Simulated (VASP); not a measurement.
A run of VASP 6.6.1:

Contents of INCAR:

```
PREC = Accurate
ENCUT = 500
EDIFF = 1E-6
ISMEAR = 0
SIGMA = 0.1
LREAL = F
LASPH = T
NELM = 200
ALGO = Normal
ISIF = 2
LWAVE = F
LCHARG = F
GGA = PE
NBANDS = 15
GGA_COMPAT = F
LMAXMIX = 6
```

Contents of KPOINTS:

```
Automatic mesh
0
Gamma
  4 4 6
```

The input POSCAR:

```
SmH3
1.0
    4.2077903500      0.0000000000      0.0000000000
    0.0000000000      4.2077903500      0.0000000000
    0.0000000000      0.0000000000      2.9571654100
Sm H
1 3
Direct
    0.0000000000      0.0000000000      0.0000000000
    0.5000000000      0.5000000000      0.0000000000
    0.5000000000      0.0000000000      0.5000000000
    0.0000000000      0.5000000000      0.5000000000
```

Potentials or basis: VASP PAW PBE potentials, release 64 (Sm_3, H), 4f in core.

The run is started by

```bash
$ cat potpaw_PBE.64/Sm_3/POTCAR potpaw_PBE.64/H/POTCAR > POTCAR
$ mpirun -np 1 vasp_std > vasp.out
```

Hardware: 1 thread of AMD EPYC 9R45 96-Core Processor (Zen 5), with other jobs on the host.

How long does it take, and how much memory?

Wall time 8.4 s on 1 thread of AMD EPYC 9R45 96-Core Processor (Zen 5), on a shared host, peak memory 0.14 GiB. Counts: scf iterations 12, k points 24.
